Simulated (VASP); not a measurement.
The system is TaN (CsCl type).

```
CELL_PARAMETERS angstrom
2.72202 0.00000 0.00000
0.00000 2.72202 0.00000
0.00000 0.00000 2.72202
ATOMIC_POSITIONS crystal
Ta 0.00000 0.00000 0.00000
N 0.50000 0.50000 0.50000
```

```yaml
Program: VASP 6.6.1
Task: relaxation of cell and atoms
Functional: PBE
Potentials_or_basis: VASP PAW PBE potentials, release 64 (Ta_pv, N)
Cutoff: 600 eV
k_mesh: 14 × 14 × 14
Occupations: fermi-dirac, width 0.05 eV
Spin: no spin polarisation
```

At the start: pressure 11.0 GPa; volume 10.08 Å³/atom.

**Question.** How do energy, volume and symmetry change on relaxing?

**Answer.** Over 4 steps the energy falls by 11.1 meV/atom and the volume is 10.42 Å³/atom (+3.3 %); space group Pm-3m (No. 221, to 0.1 Å) before and after.

The path:
```
step  energy change (eV)  largest force (eV/Å)  pressure (GPa)  volume (Å³)
   1              0.0000                0.0000           11.00        20.17
   2              0.0630                0.0000          -18.04        22.26
   3             -0.0221                0.0000           -0.22        20.85
   4             -0.0221                0.0000           -0.03        20.83
```

Final structure:
```
Ta N
1.0
     2.75166    0.00000    0.00000
     0.00000    2.75166    0.00000
     0.00000    0.00000    2.75166
Ta N
1 1
Direct
  0.00000 0.00000 0.00000
  0.50000 0.50000 0.50000
```
